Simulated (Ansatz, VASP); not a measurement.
MgSe: VASP beside Ansatz

Contents of INCAR:

```
ALGO     = Normal         # electronic algorithm
EDIFF    = 1E-8           # SCF threshold, eV
ENCUT    = 520            # plane-wave cutoff, eV
GGA      = PE             # functional
GGA_COMPAT= F            
ISIF     = 2              # what is computed and relaxed
ISMEAR   = 0              # smearing method
LASPH    = T              # aspherical terms in the spheres
LCHARG   = F              # write CHGCAR
LEFG     = T            
LREAL    = F              # projectors in reciprocal space
LWAVE    = F              # write WAVECAR
NBANDS   = 11             # bands
NELM     = 120            # most SCF steps
PREC     = Accurate       # precision mode
SIGMA    = 0.1            # smearing width, eV
```

KPOINTS

```
k-points
0
Gamma
  4 4 4
```

Contents of POSCAR:

```
MgSe
1.0
    0.0000000000      2.7337235204      2.7337235204
    2.7337235204      0.0000000000      2.7337235204
    2.7337235204      2.7337235204      0.0000000000
Mg Se
1 1
Direct
    0.0000000000      0.0000000000      0.0000000000
    0.5000000000      0.5000000000      0.5000000000
```

Input for Ansatz:

```yaml
crystal:
  lattice:
    - [0.0, 2.7337235204, 2.7337235204]
    - [2.7337235204, 0.0, 2.7337235204]
    - [2.7337235204, 2.7337235204, 0.0]
  atoms:
    - { symbol: Mg, position: [0.0, 0.0, 0.0] }
    - { symbol: Se, position: [0.5, 0.5, 0.5] }
basis:
  ecutwfc: 420
kpoints:
  mp_grid: { grid: [4, 4, 4] }
hamiltonian:
  xc: pbe
  dispersion: none
scf:
  occupations: { method: gaussian, width: 0.1 }
output:
  forces: true
  stress: true
  eigenvalues: true
  optics: { e_range: [0, 10], sigma: 0.2 }
  efg: {}
```

Alike in both runs: task electric field gradients; functional PBE; k mesh 4 × 4 × 4; occupations gaussian, width 0.1 eV; no spin polarisation.

|  | VASP | Ansatz |
| --- | --- | --- |
| version | VASP 6.6.1 | Ansatz 0.2.0 |
| potentials or method | VASP PAW PBE potentials, release 64 (Mg, Se), cutoff 520 eV | scalar-relativistic, plane waves, PAW |
| valence electrons in the cell | 8 | 26 |

```csv
,VASP,Ansatz,Ansatz less VASP
gap on the k mesh at the Fermi level (eV),1.75,1.78,+0.024
least direct gap on the mesh (eV),2.52,2.53,+0.011
pressure (GPa),1.7,1.8,+0.12
```

With one functional, cell and mesh, what is left measures potentials, basis and numerics. VASP's potentials hold 8 valence electrons a cell and Ansatz's 26, so a difference there can come from the potentials and not from the codes.

The k mesh is coarse, so the values compare programs but aren't converged.

A gap of «none» marks a metal or a gap under the smearing width.
